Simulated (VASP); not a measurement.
# Rb (Pm-3m) in VASP: further runs, part 2 of 2

VASP 6.6.1. The steps go on from the part before.

**4. Single point, BLYP (105.15 Å³/atom)**

This run uses another cell than the first one, of 105.15 Å³/atom.

INCAR

```
  PREC = Accurate
  ENCUT = 520
  EDIFF = 1E-7
  ISMEAR = -1
  SIGMA = 0.1
  LREAL = F
  LASPH = T
  NELM = 80
  ALGO = Normal
  ISIF = 2
  LWAVE = F
  LCHARG = T
  GGA = B5
  ALDAX = 1.0
  AGGAX = 1.0
  AGGAC = 1.0
  ALDAC = 0.0
  LELF = T
  LVHAR = T
  NBANDS = 10
```

KPOINTS

```
Automatic mesh
0
Gamma
  8 8 8
```

POSCAR

```
Rb
1.0
    4.7199806678      0.0000000000      0.0000000000
    0.0000000000      4.7199806678      0.0000000000
    0.0000000000      0.0000000000      4.7199806678
Rb
1
Direct
    0.0000000000      0.0000000000      0.0000000000
```

Potentials or basis: VASP PAW PBE potentials, release 64 (Rb_sv).

Launch:

```console
$ cat potpaw_PBE.64/Rb_sv/POTCAR > POTCAR
$ mpirun -np 1 vasp_std > vasp.out
```

OUTCAR:

```text
PREC = Accurate
   ENCUT = 520
   EDIFF = 1E-7
   ISMEAR = -1
   LREAL = F
   LASPH = T
   NELM = 80
   ISIF = 2
   GGA = B5

 ion  position               nearest neighbor table
   1  0.000  0.000  0.000-

  LATTYP: Found a simple cubic cell.
 ALAT       =     4.7199806678

  Lattice vectors:

 A1 = (   4.7199806678,   0.0000000000,   0.0000000000)
 A2 = (   0.0000000000,   4.7199806678,   0.0000000000)
 A3 = (   0.0000000000,   0.0000000000,   4.7199806678)

Analysis of symmetry for initial positions (statically):
=====================================================================
 Subroutine PRICEL returns:
 Original cell was already a primitive cell.

 Routine SETGRP: Setting up the symmetry group for a
 simple cubic supercell.

 Subroutine GETGRP returns: Found 48 space group operations
 (whereof 48 operations were pure point group operations)
 out of a pool of 48 trial point group operations.

The static configuration has the point symmetry O_h .

Analysis of symmetry for dynamics (positions and initial velocities):
=====================================================================
 Subroutine PRICEL returns:
 Original cell was already a primitive cell.

 Routine SETGRP: Setting up the symmetry group for a
 simple cubic supercell.

 Subroutine GETGRP returns: Found 48 space group operations
 (whereof 48 operations were pure point group operations)
 out of a pool of 48 trial point group operations.

The dynamic configuration has the point symmetry O_h .

 Subroutine INISYM returns: Found 48 space group operations
 (whereof 48 operations are pure point group operations),
 and found     1 'primitive' translations

----------------------------------------------------------------------------------------

                                     Primitive cell

  volume of cell :     105.1528

  direct lattice vectors                    reciprocal lattice vectors
     4.719980668  0.000000000  0.000000000     0.211865275  0.000000000  0.000000000
     0.000000000  4.719980668  0.000000000     0.000000000  0.211865275  0.000000000
     0.000000000  0.000000000  4.719980668     0.000000000  0.000000000  0.211865275

  length of vectors
     4.719980668  4.719980668  4.719980668     0.211865275  0.211865275  0.211865275

  position of ions in fractional coordinates (direct lattice)
     0.000000000  0.000000000  0.000000000

  ion indices of the primitive-cell ions
   primitive index   ion index
                 1           1

----------------------------------------------------------------------------------------

 KPOINTS: Automatic mesh

Automatic generation of k-mesh.
 Grid dimensions read from file:
 generate k-points for:    8    8    8

 Generating k-lattice:

  Cartesian coordinates                     Fractional coordinates (reciprocal lattice)
     0.026483159  0.000000000  0.000000000     0.125000000  0.000000000  0.000000000
     0.000000000  0.026483159  0.000000000     0.000000000  0.125000000  0.000000000
     0.000000000  0.000000000  0.026483159     0.000000000  0.000000000  0.125000000

  Length of vectors
     0.026483159  0.026483159  0.026483159

  Shift w.r.t. Gamma in fractional coordinates (k-lattice)
     0.000000000  0.000000000  0.000000000

 Subroutine IBZKPT returns following result:
 ===========================================

 Found     35 irreducible k-points:

 Following reciprocal coordinates:
            Coordinates               Weight
  0.000000  0.000000  0.000000      1.000000
  0.125000  0.000000  0.000000      6.000000
  0.250000  0.000000  0.000000      6.000000
  0.375000  0.000000  0.000000      6.000000
  0.500000  0.000000  0.000000      3.000000
  0.125000  0.125000  0.000000     12.000000
[... 16 lines left out ...]
  0.375000  0.375000  0.125000     24.000000
  0.500000  0.375000  0.125000     24.000000
 [... further k-points ...]
   k-points           NKPTS =     35   k-points in BZ     NKDIM =     35   number of bands    NBANDS=     10
   number of dos      NEDOS =    301   number of ions     NIONS =      1
   total plane-waves  NPLWV =  46656
   dimension x,y,z NGX =    36 NGY =   36 NGZ =   36
   dimension x,y,z NGXF=    72 NGYF=   72 NGZF=   72
   ions per type =               1
   NGX,Y,Z   is equivalent  to a cutoff of  12.68, 12.68, 12.68 a.u.
   NGXF,Y,Z  is equivalent  to a cutoff of  25.36, 25.36, 25.36 a.u.
 SYSTEM =  unknown system
   PREC   = accura    normal or accurate (medium, high low for compatibility)
   ISTART =      0    job   : 0-new  1-cont  2-samecut
   ICHARG =      2    charge: 1-file 2-atom 10-const
   ISPIN  =      1    spin polarized calculation?
   LNONCOLLINEAR =      F non collinear calculations
   LSORBIT =      F    spin-orbit coupling
   LASPH  =      T    aspherical Exc in radial PAW
   ENCUT  =  520.0 eV  38.22 Ry    6.18 a.u.   8.78  8.78  8.78*2*pi/ulx,y,z
   NELM   =     80;   NELMIN=  2; NELMDL= -5     # of ELM steps
   EDIFF  = 0.1E-06   stopping-criterion for ELM
   LREAL  =      F    real-space projection
   EDIFFG = 0.1E-05   stopping-criterion for IOM
   NSW    =      0    number of steps for IOM
   IBRION =     -1    ionic relax: 0-MD 1-quasi-New 2-CG
   NFREE  =      0    steps in history (QN), initial steepest desc. (CG)
   ISIF   =      2    stress and relaxation
   ISYM   =      2    0-nonsym 1-usesym 2-fastsym
   POTIM  = 0.5000    time-step for ionic-motion
   TEBEG  =    0.0;   TEEND  =   0.0 temperature during run
   PSTRESS=    0.0 pullay stress
   NELECT =       9.0000    total number of electrons
   NUPDOWN=      -1.0000    fix difference up-down
   EMIN   =  10.00;   EMAX   =-10.00  energy-range for DOS
   EFERMI =   0.00;   METHOD = LEGACY
   ISMEAR =    -1;   SIGMA  =   0.10  broadening in eV -4-tet -1-fermi 0-gaus
   EFERMI_NEDOS =   21; number of points for ismear=-14 and -15
   IALGO  =     38    algorithm
   IMIX   =      4    mixing-type and parameters
     AMIX     =   0.40;   BMIX     =  1.00
     AMIX_MAG =   1.60;   BMIX_MAG =  1.00
  volume/ion in A,a.u.               =     105.15       709.61
  Fermi-wavevector in a.u.,A,eV,Ry     =   0.721465  1.363372  7.081998  0.520512
  Thomas-Fermi vector in A             =   1.811180
   LORBIT       =      0    0 simple, 1 ext, 2 COOP (PROOUT), +10 PAW based schemes
   GGA     = B5    functional components
   LHFCALC =     F    Hartree Fock is set to
   AEXX    =    0.0000 exact exchange contribution
   IVDW    =     0    specifies the selected vdW correction
   LEPSILON=     F    determine dielectric tensor
   LRPA    =     F    only Hartree local field effects (RPA)
 non-spin polarized calculation
  energy-cutoff  :      520.00
  volume of cell :      105.15
 maximum number of plane-waves:      2897
 NGX is ok and might be reduce to    36
   NGX = 17   NGY = 17   NGZ = 17

 number of electron       9.0000000 magnetization

 Free energy of the ion-electron system (eV)
  ---------------------------------------------------
  ext. energy  EPLUGINS =         0.00000000
  ---------------------------------------------------
  free energy    TOTEN  =        -0.55506357 eV

  energy without entropy =       -0.52738670  energy(sigma->0) =       -0.54122514

 E-fermi :   0.1291     XC(G=0):  -4.6717

 val. band max:        0.0272917572   @ k =   0.3750   0.2500   0.1250
 cond. band min:       0.1643178767   @ k =   0.5000   0.1250   0.1250
 fundamental gap:      0.1370261195
 Fermi energy:         0.1290946032

 k-point     1 :       0.0000    0.0000    0.0000
  band No.  band energies     occupation
      1     -29.0013      2.00000
      2     -13.0944      2.00000
      3     -13.0944      2.00000
      4     -13.0944      2.00000
      5      -1.6331      2.00000
      6       2.3173      0.00000
      7       2.3173      0.00000
      8       5.4906      0.00000
      9       5.4907      0.00000
     10       5.4911      0.00000

 k-point     2 :       0.1250    0.0000    0.0000
  band No.  band energies     occupation
      1     -29.0008      2.00000
      2     -13.1091      2.00000
      3     -13.0932      2.00000
      4     -13.0932      2.00000
      5      -1.5038      2.00000
      6       2.2520      0.00000
      7       2.3756      0.00000
      8       4.9157      0.00000
      9       4.9157      0.00000
     10       5.1567      0.00000
[... 274 lines left out ...]
 k-point    24 :       0.5000    0.3750    0.1250
  band No.  band energies     occupation
      1     -28.9946      2.00000
      2     -13.1813      2.00000
      3     -13.1659      2.00000
      4     -13.0929      2.00000
      5       1.1100      0.00011
      6       1.1801      0.00005
      7       2.3972      0.00000
      8       2.6291      0.00000
      9       4.1618      0.00000
     10       4.1982      0.00000

 [... further k-points ...]
[... 5 lines left out ...]
  --------------------------------------------------------------------------------------
  -------------------------------------------------------------------------------------
  Total        0.0507835      0.0507835      0.0507835      0.0000000      0.0000000     -0.0000000
  in kB        0.7737717      0.7737717      0.7737717      0.0000000      0.0000000     -0.0000000
  external PRESSURE =       0.7737717 kB  Pullay stress =       0.0000000 kB

 VOLUME and BASIS-vectors are now :
 -----------------------------------------------------------------------------
  energy-cutoff  :      520.00
  volume of cell :      105.15
      direct lattice vectors                 reciprocal lattice vectors
     4.719980668  0.000000000  0.000000000     0.211865275  0.000000000  0.000000000
     0.000000000  4.719980668  0.000000000     0.000000000  0.211865275  0.000000000
     0.000000000  0.000000000  4.719980668     0.000000000  0.000000000  0.211865275

 POSITION                                       TOTAL-FORCE (eV/Angst)
 -----------------------------------------------------------------------------------
      0.00000      0.00000      0.00000         0.000000      0.000000      0.000000
 -----------------------------------------------------------------------------------
    total drift:                                0.000000     -0.000000     -0.000000

  FREE ENERGIE OF THE ION-ELECTRON SYSTEM (eV)
  ---------------------------------------------------
  free  energy   TOTEN  =        -0.5550635738 eV

  energy  without entropy=       -0.5273866979  energy(sigma->0) =       -0.54122514
```

stdout:

```text
POSCAR found type information on POSCAR Rb
 POSCAR found :  1 types and       1 ions
 scaLAPACK will be used
 -----------------------------------------------------------------------------
|                                                                             |
|                                                                             |
|     You enforced a specific xc type in the INCAR file but a different       |
|     I HOPE YOU KNOW WHAT YOU ARE DOING!                                     |
|                                                                             |
 -----------------------------------------------------------------------------

 LDA part: xc-table for (Slater(with rela. corr.)+VWN5), standard interpolation
 POSCAR, INCAR and KPOINTS ok, starting setup
 FFT: planning ... GRIDC
 FFT: planning ... GRID_SOFT
 FFT: planning ... GRID
 WAVECAR not read
 entering main loop
```

Wall time 90 s (1 thread of Intel Xeon 8259CL, shared host); peak memory 0.21 GiB.

What came out:

```
Free energy            : -0.5551 eV
Pressure               : 0.1 GPa
Band gap on the k mesh : zero (an odd number of electrons rules out a gap without spin polarisation)
```

Caveat: the PAW data sets were made with another functional, which shifts forces and pressure a little.

**5. Summary**

```tsv
cell	gap on the mesh (eV)	pressure (GPa)
a = 4.585 Å, 1 atom	none	0.3
a = 4.653 Å, 1 atom	none	0.2
a = 4.720 Å, 1 atom	none	0.1
```

Alike in all rows: task single point; level BLYP; potentials or basis VASP PAW PBE potentials, release 64 (Rb_sv); no spin polarisation; k mesh 8 × 8 × 8; cutoff (eV) 520; smearing fermi-dirac 0.1 eV.

Caveats: the PAW data sets were made with another functional, which shifts forces and pressure a little.

Total energies depend on the potentials used, so only differences within one code and one set of settings carry meaning.

The gap in the log of VASP goes by the Fermi energy; the results here count the filled bands.